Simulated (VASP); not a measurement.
A run of VASP 6.6.1 is set up as follows.

File INCAR:

```
SYSTEM = AlRu
  ALGO = Normal
  EDIFF = 1E-7
  ENCUT = 520
  GGA = PE
  ISIF = 2
  ISMEAR = -1
  LASPH = .TRUE.
  LCHARG = .FALSE.
  LREAL = .FALSE.
  LWAVE = .FALSE.
  NBANDS = 16
  NELM = 100
  PREC = Accurate
  SIGMA = 0.1
```

KPOINTS

```
k-points
0
G
  14 14 12
  0 0 0
```

The input POSCAR:

```
AlRu
1.0
    2.7641235545      0.0000000000      0.0000000000
   -1.3820617773      2.3938012173      0.0000000000
    0.0000000000      0.0000000000      3.7838973277
Ru Al
1 1
Direct
    0.0000000000      0.0000000000      0.0000000000
    0.3333333333      0.6666666667      0.5000000000
```

Potentials or basis: VASP PAW PBE potentials, release 64 (Ru_pv, Al).

The run is started by

```sh
$ cat potpaw_PBE.64/Ru_pv/POTCAR potpaw_PBE.64/Al/POTCAR > POTCAR
$ mpirun -np 1 vasp_std > vasp.out
```

**Question.** What does it give for the pressure?

**Answer.** 30.0 GPa.

**Question.** Estimate the band gap on the k mesh.

**Answer.** Zero (an odd number of electrons rules out a gap without spin polarisation).

Caveat: the cell stands under pressure; an empty level that is flat over the whole mesh can mark a ghost state of the potentials, or a narrow d or f band.
